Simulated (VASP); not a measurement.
# Ba3V (Pm-3m) in VASP: single point with PBE

Aim: the single point of Ba3V with PBE.

All numbers are computed with VASP 6.6.1; they aren't measurements. Logs are shortened: lines on timing, memory, paths and dates and some standing lists are left out, and cuts for length are marked.

### Step 1. The cell of the first run

It takes space group Pm-3m (No. 221, cubic). Conventional cell: a = 5.645 Å, b = 5.645 Å, c = 5.645 Å, α = 90.00°, β = 90.00°, γ = 90.00°. Within 5.2 Å of Ba (site symmetry 4/mmm) lie 8 Ba at 3.99 Å and 4 V at 3.99 Å. Within 5.2 Å of V (site symmetry m-3m) lie 12 Ba at 3.99 Å.

### Step 2. Single point, PBE, collinear spin

INCAR

```
SYSTEM = Ba3V
PREC = Accurate ; ENCUT = 520
EDIFF = 1E-7 ; ISMEAR = 0
SIGMA = 0.1 ; LREAL = .False.
LASPH = .True. ; NELM = 150
ALGO = Fast ; ISIF = 2
LWAVE = .False. ; LCHARG = .False.
ISPIN = 2 ; MAGMOM = -0.12 -0.12 -0.12 3.34
LORBIT = 11 ; LMAXMIX = 4
GGA = PE ; NBANDS = 34
```

KPOINTS

```
regular mesh
0
Gamma
  4 4 4
  0 0 0
```

POSCAR

```
Ba3V
1.0
    5.6451146458      0.0000000000      0.0000000000
    0.0000000000      5.6451146458      0.0000000000
    0.0000000000      0.0000000000      5.6451146458
Ba V
3 1
Direct
    0.0000000000      0.5000000000      0.5000000000
    0.5000000000      0.0000000000      0.5000000000
    0.5000000000      0.5000000000      0.0000000000
    0.0000000000      0.0000000000      0.0000000000
```

Potentials or basis: VASP PAW PBE potentials, release 64 (Ba_sv, V_sv).

Command:

```sh
> cat potpaw_PBE.64/Ba_sv/POTCAR potpaw_PBE.64/V_sv/POTCAR > POTCAR
> mpirun -np 1 vasp_std > vasp.out
```

OUTCAR:

```text
SYSTEM = Ba3V
   PREC = Accurate
   ENCUT = 520
   EDIFF = 1E-7
   ISMEAR = 0
   LREAL = .False.
   LASPH = .True.
   NELM = 150
   ISIF = 2
   ISPIN = 2
   LORBIT = 11
   GGA = PE

 ion  position               nearest neighbor table
   1  0.000  0.500  0.500-   2 3.99   3 3.99   3 3.99   2 3.99   2 3.99   3 3.99   3 3.99   2 3.99

   2  0.500  0.000  0.500-   1 3.99   3 3.99   3 3.99   1 3.99   3 3.99   3 3.99   1 3.99   1 3.99

   3  0.500  0.500  0.000-   1 3.99   2 3.99   1 3.99   2 3.99   2 3.99   2 3.99   1 3.99   1 3.99

   4  0.000  0.000  0.000-

  LATTYP: Found a simple cubic cell.
 ALAT       =     5.6451146458

  Lattice vectors:

 A1 = (   5.6451146458,   0.0000000000,   0.0000000000)
 A2 = (   0.0000000000,   5.6451146458,   0.0000000000)
 A3 = (   0.0000000000,   0.0000000000,   5.6451146458)

Analysis of symmetry for initial positions (statically):
=====================================================================
 Subroutine PRICEL returns:
 Original cell was already a primitive cell.

 Routine SETGRP: Setting up the symmetry group for a
 simple cubic supercell.

 Subroutine GETGRP returns: Found 48 space group operations
 (whereof 48 operations were pure point group operations)
 out of a pool of 48 trial point group operations.

The static configuration has the point symmetry O_h .

Analysis of symmetry for dynamics (positions and initial velocities):
=====================================================================
 Subroutine PRICEL returns:
 Original cell was already a primitive cell.

 Routine SETGRP: Setting up the symmetry group for a
 simple cubic supercell.

 Subroutine GETGRP returns: Found 48 space group operations
 (whereof 48 operations were pure point group operations)
 out of a pool of 48 trial point group operations.

The dynamic configuration has the point symmetry O_h .

Analysis of structural, dynamic, and magnetic symmetry:
=====================================================================
 Subroutine PRICEL returns:
 Original cell was already a primitive cell.

 Routine SETGRP: Setting up the symmetry group for a
 simple cubic supercell.

 Subroutine GETGRP returns: Found 48 space group operations
 (whereof 48 operations were pure point group operations)
 out of a pool of 48 trial point group operations.

The overall configuration has the point symmetry O_h .

 Subroutine INISYM returns: Found 48 space group operations
 (whereof 48 operations are pure point group operations),
 and found     1 'primitive' translations

----------------------------------------------------------------------------------------

                                     Primitive cell

  volume of cell :     179.8947

  direct lattice vectors                    reciprocal lattice vectors
     5.645114646  0.000000000  0.000000000     0.177144321  0.000000000  0.000000000
     0.000000000  5.645114646  0.000000000     0.000000000  0.177144321  0.000000000
     0.000000000  0.000000000  5.645114646     0.000000000  0.000000000  0.177144321

  length of vectors
     5.645114646  5.645114646  5.645114646     0.177144321  0.177144321  0.177144321

  position of ions in fractional coordinates (direct lattice)
     0.000000000  0.500000000  0.500000000
     0.500000000  0.000000000  0.500000000
     0.500000000  0.500000000  0.000000000
     0.000000000  0.000000000  0.000000000

  ion indices of the primitive-cell ions
   primitive index   ion index
                 1           1
                 2           2
                 3           3
                 4           4

----------------------------------------------------------------------------------------

 KPOINTS: regular mesh

Automatic generation of k-mesh.
 Grid dimensions read from file:
 generate k-points for:    4    4    4

 Generating k-lattice:

  Cartesian coordinates                     Fractional coordinates (reciprocal lattice)
     0.044286080  0.000000000  0.000000000     0.250000000  0.000000000  0.000000000
     0.000000000  0.044286080  0.000000000     0.000000000  0.250000000  0.000000000
     0.000000000  0.000000000  0.044286080     0.000000000  0.000000000  0.250000000

  Length of vectors
     0.044286080  0.044286080  0.044286080

  Shift w.r.t. Gamma in fractional coordinates (k-lattice)
     0.000000000  0.000000000  0.000000000

 Subroutine IBZKPT returns following result:
 ===========================================

 Found     10 irreducible k-points:

 Following reciprocal coordinates:
            Coordinates               Weight
  0.000000  0.000000  0.000000      1.000000
  0.250000  0.000000  0.000000      6.000000
  0.500000  0.000000  0.000000      3.000000
  0.250000  0.250000  0.000000     12.000000
  0.500000  0.250000  0.000000     12.000000
  0.500000  0.500000  0.000000      3.000000
  0.250000  0.250000  0.250000      8.000000
  0.500000  0.250000  0.250000     12.000000
  0.500000  0.500000  0.250000      6.000000
  0.500000  0.500000  0.500000      1.000000
   k-points           NKPTS =     10   k-points in BZ     NKDIM =     10   number of bands    NBANDS=     34
   number of dos      NEDOS =    301   number of ions     NIONS =      4
   total plane-waves  NPLWV =  74088
   dimension x,y,z NGX =    42 NGY =   42 NGZ =   42
   dimension x,y,z NGXF=    84 NGYF=   84 NGZF=   84
   ions per type =               3   1
   NGX,Y,Z   is equivalent  to a cutoff of  12.37, 12.37, 12.37 a.u.
   NGXF,Y,Z  is equivalent  to a cutoff of  24.74, 24.74, 24.74 a.u.
 SYSTEM =  Ba3V
   PREC   = accura    normal or accurate (medium, high low for compatibility)
   ISTART =      0    job   : 0-new  1-cont  2-samecut
   ICHARG =      2    charge: 1-file 2-atom 10-const
   ISPIN  =      2    spin polarized calculation?
   LNONCOLLINEAR =      F non collinear calculations
   LSORBIT =      F    spin-orbit coupling
   LASPH  =      T    aspherical Exc in radial PAW
   ENCUT  =  520.0 eV  38.22 Ry    6.18 a.u.  10.50 10.50 10.50*2*pi/ulx,y,z
   NELM   =    150;   NELMIN=  2; NELMDL= -5     # of ELM steps
   EDIFF  = 0.1E-06   stopping-criterion for ELM
   LREAL  =      F    real-space projection
   EDIFFG = 0.1E-05   stopping-criterion for IOM
   NSW    =      0    number of steps for IOM
   IBRION =     -1    ionic relax: 0-MD 1-quasi-New 2-CG
   NFREE  =      0    steps in history (QN), initial steepest desc. (CG)
   ISIF   =      2    stress and relaxation
   ISYM   =      2    0-nonsym 1-usesym 2-fastsym
   POTIM  = 0.5000    time-step for ionic-motion
   TEBEG  =    0.0;   TEEND  =   0.0 temperature during run
   PSTRESS=    0.0 pullay stress
   NELECT =      43.0000    total number of electrons
   NUPDOWN=      -1.0000    fix difference up-down
   EMIN   =  10.00;   EMAX   =-10.00  energy-range for DOS
   EFERMI =   0.00;   METHOD = LEGACY
   ISMEAR =     0;   SIGMA  =   0.10  broadening in eV -4-tet -1-fermi 0-gaus
   EFERMI_NEDOS =   21; number of points for ismear=-14 and -15
   IALGO  =     68    algorithm
   IMIX   =      4    mixing-type and parameters
     AMIX     =   0.40;   BMIX     =  1.00
     AMIX_MAG =   1.60;   BMIX_MAG =  1.00
  volume/ion in A,a.u.               =      44.97       303.50
  Fermi-wavevector in a.u.,A,eV,Ry     =   1.015995  1.919952 14.044556  1.032246
  Thomas-Fermi vector in A             =   2.149313
   LORBIT       =     11    0 simple, 1 ext, 2 COOP (PROOUT), +10 PAW based schemes
   GGA     = PE    functional components
   LHFCALC =     F    Hartree Fock is set to
   AEXX    =    0.0000 exact exchange contribution
   IVDW    =     0    specifies the selected vdW correction
   LEPSILON=     F    determine dielectric tensor
   LRPA    =     F    only Hartree local field effects (RPA)
 spin polarized calculation
 RMM-DIIS sequential band-by-band and
 Gauss-broadening in eV      SIGMA  =   0.10
  energy-cutoff  :      520.00
  volume of cell :      179.89
 maximum number of plane-waves:      4945
 NGX is ok and might be reduce to    42
   NGX = 21   NGY = 21   NGZ = 21

 number of electron      42.9999980 magnetization       4.7317856

 Free energy of the ion-electron system (eV)
  ---------------------------------------------------
  ext. energy  EPLUGINS =         0.00000000
  ---------------------------------------------------
  free energy    TOTEN  =       -12.06414513 eV

  energy without entropy =      -12.02533056  energy(sigma->0) =      -12.04473785

 E-fermi :   2.6255     XC(G=0):  -8.2906

 val. band max:        2.6131987671   @ k =   0.2500   0.0000   0.0000
 cond. band min:       2.6308679700   @ k =   0.5000   0.2500   0.0000
 fundamental gap:      0.0176692028
 Fermi energy:         2.6255229898

 spin component 1

 k-point     1 :       0.0000    0.0000    0.0000
  band No.  band energies     occupation
      1     -62.0168      1.00000
      2     -35.9052      1.00000
      3     -35.9052      1.00000
      4     -35.9052      1.00000
      5     -26.0284      1.00000
      6     -25.8679      1.00000
[... 25 lines left out ...]
     32       6.2233      0.00000
     33       6.2233      0.00000

 k-point     2 :       0.2500    0.0000    0.0000
  band No.  band energies     occupation
      1     -62.0168      1.00000
      2     -35.9052      1.00000
      3     -35.9051      1.00000
      4     -35.9051      1.00000
      5     -26.0081      1.00000
      6     -25.8885      1.00000
[... 25 lines left out ...]
     32       5.8138      0.00000
     33       6.2318      0.00000
[... 250 lines left out ...]
     32       4.9315      0.00000
     33       5.9769      0.00000

 k-point    10 :       0.5000    0.5000    0.5000
  band No.  band energies     occupation
      1     -62.0168      1.00000
      2     -35.9052      1.00000
      3     -35.9052      1.00000
      4     -35.9052      1.00000
      5     -25.9203      1.00000
      6     -25.9203      1.00000
[... 25 lines left out ...]
     32       4.8475      0.00000
     33       5.8325      0.00000
 Fermi energy:         2.6255229898

 spin component 2

 k-point     1 :       0.0000    0.0000    0.0000
  band No.  band energies     occupation
      1     -59.0908      1.00000
      2     -33.0008      1.00000
      3     -33.0008      1.00000
      4     -33.0008      1.00000
      5     -25.9946      1.00000
      6     -25.8344      1.00000
[... 25 lines left out ...]
     32       7.0109      0.00000
     33       7.0118      0.00000

 k-point     2 :       0.2500    0.0000    0.0000
  band No.  band energies     occupation
      1     -59.0908      1.00000
      2     -33.0008      1.00000
      3     -33.0008      1.00000
      4     -33.0008      1.00000
      5     -25.9744      1.00000
      6     -25.8550      1.00000
[... 25 lines left out ...]
     32       6.7516      0.00000
     33       6.9609      0.00000
[... 250 lines left out ...]
     32       6.5402      0.00000
     33       7.1404      0.00000

 k-point    10 :       0.5000    0.5000    0.5000
  band No.  band energies     occupation
      1     -59.0908      1.00000
      2     -33.0008      1.00000
      3     -33.0008      1.00000
      4     -33.0008      1.00000
      5     -25.8868      1.00000
      6     -25.8868      1.00000
[... 25 lines left out ...]
     32       6.6411      0.00000
     33       7.4040      0.00000
 [bands above 33 left out]

------------------------ aborting loop because EDIFF is reached ----------------------------------------

  FORCE on cell =-STRESS in cart. coord.  units (eV):
  Direction    XX          YY          ZZ          XY          YZ          ZX
  --------------------------------------------------------------------------------------
  -------------------------------------------------------------------------------------
  Total        0.5848633      0.5848633      0.5848633     -0.0000000     -0.0000000     -0.0000000
  in kB        5.2089072      5.2089072      5.2089072     -0.0000000     -0.0000000     -0.0000000
  external PRESSURE =       5.2089072 kB  Pullay stress =       0.0000000 kB

 VOLUME and BASIS-vectors are now :
 -----------------------------------------------------------------------------
  energy-cutoff  :      520.00
  volume of cell :      179.89
      direct lattice vectors                 reciprocal lattice vectors
     5.645114646  0.000000000  0.000000000     0.177144321  0.000000000  0.000000000
     0.000000000  5.645114646  0.000000000     0.000000000  0.177144321  0.000000000
     0.000000000  0.000000000  5.645114646     0.000000000  0.000000000  0.177144321

 POSITION                                       TOTAL-FORCE (eV/Angst)
 -----------------------------------------------------------------------------------
      0.00000      2.82256      2.82256         0.000000      0.000000      0.000000
      2.82256      0.00000      2.82256         0.000000      0.000000      0.000000
      2.82256      2.82256      0.00000         0.000000      0.000000      0.000000
      0.00000      0.00000      0.00000         0.000000      0.000000      0.000000
 -----------------------------------------------------------------------------------
    total drift:                                0.000000     -0.000000     -0.000000

  FREE ENERGIE OF THE ION-ELECTRON SYSTEM (eV)
  ---------------------------------------------------
  free  energy   TOTEN  =       -12.0641451340 eV

  energy  without entropy=      -12.0253305589  energy(sigma->0) =      -12.04473785

 total charge

# of ion       s       p       d       tot
------------------------------------------
    1        2.067   5.534   0.369   7.970
    2        2.067   5.534   0.369   7.970
    3        2.067   5.534   0.369   7.970
    4        2.248   6.014   3.035  11.297
--------------------------------------------------
tot          8.448  22.617   4.143  35.208

 magnetization (x)

# of ion       s       p       d       tot
------------------------------------------
    1       -0.003   0.014   0.063   0.074
    2       -0.003   0.014   0.063   0.074
    3       -0.003   0.014   0.063   0.074
    4        0.053   0.035   2.942   3.029
--------------------------------------------------
tot          0.045   0.077   3.129   3.251
```

Wall time 5.1 min (1 thread of Intel Xeon 8259CL, shared host); peak memory 0.36 GiB.

Results:

- Free energy: -12.0641 eV
- Pressure: 0.5 GPa
- Net moment: 4.73 μB per cell
- Site moments: Ba +0.07; V +3.03 μB
- Valence electrons inside the program's atomic spheres: Ba 7.97; V 11.30

Levels at points of the mesh, in eV from the Fermi level:
Spin up:
```tsv
k point	band 22	band 23	band 24	band 25	band 26	band 27
(0.00, 0.00, 0.00)	-0.90	-0.90	0.70	0.70	0.70	1.15
(0.50, 0.00, 0.00)	-0.34	-0.34	-0.21	0.20	0.20	0.40
(0.50, 0.50, 0.00)	-0.36	-0.36	-0.21	-0.12	0.42	0.83
(0.50, 0.50, 0.50)	-0.22	0.38	0.38	0.38	0.87	0.87
```
Spin down:
```tsv
k point	band 15	band 16	band 17	band 18	band 19	band 20	band 21	band 22	band 23	band 24
(0.00, 0.00, 0.00)	-13.39	-13.39	-2.92	-1.56	-0.45	-0.45	-0.05	-0.05	-0.05	2.18
(0.50, 0.00, 0.00)	-13.47	-13.47	-1.42	-1.39	-0.44	0.49	0.63	0.75	0.75	1.55
(0.50, 0.50, 0.00)	-13.46	-13.36	-0.80	-0.32	-0.32	0.33	0.44	0.95	0.95	1.15
(0.50, 0.50, 0.50)	-13.35	-13.35	-1.62	-0.60	-0.60	-0.60	1.60	1.60	1.60	1.98
```

Caveat: spin-orbit coupling is left out, which moves the levels of the heavy elements.
